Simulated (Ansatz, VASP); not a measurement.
**One calculation of SiC, two programs**

File POSCAR:

```
SiC
1.0
   -0.0866864835      2.0913658667      2.0913658667
    2.0913658667     -0.0866864835      2.0913658667
    2.0913658667      2.0913658667     -0.0866864835
Si C
1 1
Direct
   -0.0026964242     -0.0026964242     -0.0026964242
    0.2526964242      0.2526964242      0.2526964242
```

Contents of INCAR.step1:

```
SYSTEM = SiC
PREC = Accurate
ENCUT = 520
EDIFF = 1E-5
ISMEAR = 0
SIGMA = 0.01
LREAL = .False.
LASPH = .True.
NELM = 60
ALGO = Normal
ISIF = 2
LWAVE = .True.
LCHARG = .False.
GGA = PE
NBANDS = 11
```

The input INCAR.step2:

```
SYSTEM = SiC
PREC = Accurate
ENCUT = 520
EDIFF = 1E-6
ISMEAR = 0
SIGMA = 0.01
LREAL = .False.
LASPH = .True.
NELM = 60
ALGO = Normal
ISIF = 2
LWAVE = .False.
LCHARG = .False.
GGA = PE
LHFCALC = .True.
HFSCREEN = 0.2079
PRECFOCK = Normal
ISTART = 1
NBANDS = 11
```

File KPOINTS:

```
Automatic mesh
0
Gamma
  8 8 8
  0 0 0
```

Input for Ansatz:

```yaml
crystal:
  lattice:
    - [-0.0866864835, 2.0913658667, 2.0913658667]
    - [2.0913658667, -0.0866864835, 2.0913658667]
    - [2.0913658667, 2.0913658667, -0.0866864835]
  atoms:
    - { symbol: Si, position: [-0.0026964242, -0.0026964242, -0.0026964242] }
    - { symbol: C, position: [0.2526964242, 0.2526964242, 0.2526964242] }
kpoints:
  mp_grid: { grid: [8, 8, 8] }
  band_path:
    path:
      - [0.0, 0.0, 0.0]
      - [-0.5, -0.5, 0.0]
      - [-0.375, -0.375, 0.25]
      - [-0.375, 0.0, 0.375]
      - [0.0, 0.0, 0.5]
      - [-0.5, -0.25, 0.25]
      - [0.0, 0.5, 0.5]
    npoints: 1
hamiltonian:
  xc: hse06
scf:
  occupations: { method: fixed }
  n_extra_bands: 4
output:
  forces: true
  stress: true
  eigenvalues: true
```

Change from the starting cell: shear_111 strain -6.0%.

Alike in both runs: task single point; functional HSE06; k mesh 8 × 8 × 8; no spin polarisation.

|  | VASP | Ansatz |
| --- | --- | --- |
| version | VASP 6.6.1 | Ansatz 0.2.0 |
| potentials or method | VASP PAW PBE potentials, release 64 (Si, C) | plane waves, PAW |
| plane-wave cutoff (eV) | 520 | 420 |
| occupations | gaussian, width 0.01 eV | fixed |
| valence electrons in the cell | 8 | 8 |

Ansatz gave:

```
gap on the k mesh at the Fermi level (eV)                     : 1.64
pressure (GPa)                                                : 14.9
traceless stress, the component that is largest in VASP (GPa) : 11.31
rms of the force components (eV/Å)                            : 0.013
```

Estimate VASP's values.

gap on the k mesh at the Fermi level (eV): 1.64; pressure (GPa): 14.5; traceless stress, the component that is largest in VASP (GPa): 11.36; rms of the force components (eV/Å): 0.009.

Atom by atom the forces differ by 0.004 eV/Å (rms over components). Ansatz's warnings: stress exchange threshold loose, stress scf threshold loose.
